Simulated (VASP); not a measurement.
Input of a VASP 6.6.1 run:

INCAR

```
ALGO     = Normal         # electronic algorithm
EDIFF    = 1E-6           # SCF threshold, eV
ENCUT    = 500            # plane-wave cutoff, eV
GGA      = PE             # functional
GGA_COMPAT= False        
ISIF     = 2              # what is computed and relaxed
ISMEAR   = -1             # smearing method
LASPH    = True           # aspherical terms in the spheres
LCHARG   = False          # write CHGCAR
LREAL    = False          # projectors in reciprocal space
LWAVE    = False          # write WAVECAR
NBANDS   = 35             # bands
NELM     = 120            # most SCF steps
PREC     = Accurate       # precision mode
SIGMA    = 0.1            # smearing width, eV
```

Contents of KPOINTS:

```
k-points
0
Gamma
  8 8 8
```

The input POSCAR:

```
Sr2CdAu2
1.0
   -2.3225780000      3.0232330000      4.6798950000
    4.6451560000      0.0000000000      0.0000000000
    2.3225780000      3.0232330000     -4.6798950000
Au Cd Sr
2 1 2
Direct
    0.7303400000      0.5000000000      0.7303400000
    0.2696600000      0.5000000000      0.2696600000
    0.0000000000      0.0000000000      0.0000000000
    0.6999500000      0.1999500000      0.3000500000
    0.3000500000      0.8000500000      0.6999500000
```

Potentials or basis: VASP PAW PBE potentials, release 64 (Au, Cd, Sr_sv).

Command:

```bash
$ cat potpaw_PBE.64/Au/POTCAR potpaw_PBE.64/Cd/POTCAR potpaw_PBE.64/Sr_sv/POTCAR > POTCAR
$ mpirun -np 1 vasp_std > vasp.out
```

Task: Estimate the pressure.

Result: 4.0 GPa.

Task: Estimate the band gap on the k mesh.

Result: Zero (bands 27 and 28 overlap by 1.70 eV).

Task: Estimate the largest force.

Result: 0.041 eV/Å.

Stress tensor (GPa, compression positive):
```
3.81 0.00 0.00
0.00 6.22 0.00
0.00 0.00 1.97
```

Caveat: the cell stands under pressure; spin-orbit coupling is left out, which moves the levels of the heavy elements.
